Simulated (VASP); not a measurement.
A run of VASP 6.6.1 is set up as follows.

File INCAR:

```
ALGO = Normal
EDIFF = 1E-7
ENCUT = 520
GGA = PS
ISIF = 2
ISMEAR = -1
LASPH = True
LCHARG = False
LREAL = False
LWAVE = False
NBANDS = 27
NELM = 80
PREC = Accurate
SIGMA = 0.05
```

File KPOINTS:

```
k-points
0
Gamma
  8 8 8
```

POSCAR

```
InSe
1.0
    1.9408625282      1.1205575031      7.8537730622
   -1.9408625282      1.1205575031      7.8537730622
    0.0000000000     -2.2411150062      7.8537730622
In Se
2 2
Direct
    0.8868581377      0.8868581377      0.8868581377
    0.0016588607      0.0016588607      0.0016588607
    0.1646682712      0.1646682712      0.1646682712
    0.3908147304      0.3908147304      0.3908147304
```

Potentials or basis: VASP PAW PBE potentials, release 64 (In_d, Se).

Command:

```sh
$ cat potpaw_PBE.64/In_d/POTCAR potpaw_PBE.64/Se/POTCAR > POTCAR
$ mpirun -np 1 vasp_std > vasp.out
```

What does it give for the largest force?

0.024 eV/Å.

Predict the pressure.

5.1 GPa.

Estimate the band gap on the k mesh.

0.57 eV.

Forces on the atoms (eV/Å):
```
In   0.000  0.000  0.022
In   0.000  0.000 -0.023
Se   0.000  0.000 -0.023
Se   0.000  0.000  0.024
```

Caveat: the cell stands under pressure; the PAW data sets were made with another functional, which shifts forces and pressure a little; spin-orbit coupling is left out, which moves the levels of the heavy elements. Expect the measured gap to be larger: semilocal functionals such as PBEsol lack the derivative discontinuity.
